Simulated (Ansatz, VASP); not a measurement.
**Two plane-wave programs on MgCdSe**

The input INCAR:

```
SYSTEM = MgCdSe
PREC     = Accurate       ! precision mode
ENCUT    = 520            ! plane-wave cutoff, eV
EDIFF    = 1E-7           ! SCF threshold, eV
ISMEAR   = 0              ! smearing method
SIGMA    = 0.1            ! smearing width, eV
LREAL    = .False.        ! projectors in reciprocal space
LASPH    = .True.         ! aspherical terms in the spheres
NELM     = 60             ! most SCF steps
ALGO     = Normal         ! electronic algorithm
ISIF     = 2              ! what is computed and relaxed
LWAVE    = .False.        ! write WAVECAR
LCHARG   = .False.        ! write CHGCAR
GGA      = PE             ! functional
NBANDS   = 17             ! bands
```

KPOINTS

```
Automatic mesh
0
Gamma
  4 4 4
  0 0 0
```

File POSCAR:

```
MgCdSe
1.0
    3.8445655600      0.0000000000      0.0000000000
    0.0000000000      3.8445655600      0.0000000000
    0.0000000000      0.0000000000      4.6633043800
Mg Cd Se
1 1 1
Direct
    0.5000000000      0.5000000000      0.5000000000
    0.5000000000      0.5000000000      0.0000000000
    0.0000000000      0.0000000000      0.0000000000
```

Input for Ansatz:

```yaml
crystal:
  lattice:
    - [3.84456556, 0.0, 0.0]
    - [0.0, 3.84456556, 0.0]
    - [0.0, 0.0, 4.66330438]
  atoms:
    - { symbol: Mg, position: [0.5, 0.5, 0.5] }
    - { symbol: Cd, position: [0.5, 0.5, 0.0] }
    - { symbol: Se, position: [0.0, 0.0, 0.0] }
basis:
  ecutwfc: 420
kpoints:
  mp_grid: { grid: [4, 4, 4] }
hamiltonian:
  xc: pbe
scf:
  occupations: { method: gaussian, width: 0.1 }
  lower_state_search: "off"
output:
  forces: true
  stress: true
  eigenvalues: true
```

Alike in both runs: task single point; functional PBE; k mesh 4 × 4 × 4; occupations gaussian, width 0.1 eV; no spin polarisation.

```csv
,VASP,Ansatz
version,VASP 6.6.1,Ansatz 0.2.0
potentials or method,"VASP PAW PBE potentials, release 64 (Mg, Cd, Se), cutoff 520 eV","scalar-relativistic, plane waves, PAW"
valence electrons in the cell,20,46
```

Ansatz gave:

```
gap on the k mesh at the Fermi level (eV)                     : none
pressure (GPa)                                                : 15.6
traceless stress, the component that is largest in VASP (GPa) : 14.04
```

**Question.** What did VASP give for the same quantities?

**Answer.** gap on the k mesh at the Fermi level (eV): none; pressure (GPa): 15.9; traceless stress, the component that is largest in VASP (GPa): 13.89.

A gap of «none» marks a metal or a gap that the smearing closes. VASP's potentials hold 20 valence electrons a cell and Ansatz's 46, so a difference there can come from the potentials and not from the codes.

The k mesh is coarse, so the values compare programs but aren't converged.
